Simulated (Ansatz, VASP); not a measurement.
CdF2: VASP beside Ansatz

The input INCAR:

```
SYSTEM = CdF2
PREC = Accurate
ENCUT = 520
EDIFF = 1E-7
ISMEAR = 0
SIGMA = 0.02
LREAL = .False.
LASPH = .True.
NELM = 100
ALGO = Normal
ISIF = 2
LWAVE = .False.
LCHARG = .True.
GGA = PS
LELF = .True.
LVHAR = .True.
NBANDS = 20
```

The input KPOINTS:

```
Automatic mesh
0
Gamma
  8 8 8
  0 0 0
```

Contents of POSCAR:

```
CdF2
1.0
    0.0802273200      2.7927351000      2.8041576600
    2.7927351000      0.0802273200      2.8041576600
    2.7652024200      2.7652024200      0.1077600000
Cd F
1 2
Direct
    0.0080095698      0.0080095698      0.0232851958
    0.2367085635      0.2367085635      0.2421523355
    0.7552818667      0.7552818667      0.7345624687
```

Input for Ansatz:

```yaml
crystal:
  lattice:
    - [0.08022732, 2.7927351, 2.80415766]
    - [2.7927351, 0.08022732, 2.80415766]
    - [2.76520242, 2.76520242, 0.10776]
  atoms:
    - { symbol: Cd, position: [0.0080095698, 0.0080095698, 0.0232851958] }
    - { symbol: F, position: [0.2367085635, 0.2367085635, 0.2421523355] }
    - { symbol: F, position: [0.7552818667, 0.7552818667, 0.7345624687] }
basis:
  ecutwfc: 420
kpoints:
  mp_grid: { grid: [8, 8, 8] }
hamiltonian:
  xc: pbesol
scf:
  occupations: { method: gaussian, width: 0.02 }
output:
  forces: true
  stress: true
  eigenvalues: true
```

Alike in both runs: task single point; functional PBEsol; k mesh 8 × 8 × 8; occupations gaussian, width 0.02 eV; no spin polarisation.

|  | VASP | Ansatz |
| --- | --- | --- |
| version | VASP 6.6.1 | Ansatz 0.2.0 |
| potentials or method | VASP PAW PBE potentials, release 64 (Cd, F), cutoff 520 eV | scalar-relativistic, plane waves, PAW |
| valence electrons in the cell | 26 | 34 |

VASP gave:

* gap on the k mesh at the Fermi level (eV): 2.76
* least direct gap on the mesh (eV): 3.22
* pressure (GPa): -2.6
* traceless stress, the component that is largest in VASP (GPa): 1.51
* rms of the force components (eV/Å): 0.444

Question: What did Ansatz give for the same quantities?

Answer: gap on the k mesh at the Fermi level (eV): 2.79; least direct gap on the mesh (eV): 3.25; pressure (GPa): -3.2; traceless stress, the component that is largest in VASP (GPa): 1.28; rms of the force components (eV/Å): 0.402.

VASP's potentials were made for PBE, not for PBEsol. Atom by atom the forces differ by 0.045 eV/Å (rms over components). The functional is the same, so the differences come from potentials, cutoffs and numerics. VASP's potentials hold 26 valence electrons a cell and Ansatz's 34, so a difference there can come from the potentials and not from the codes.
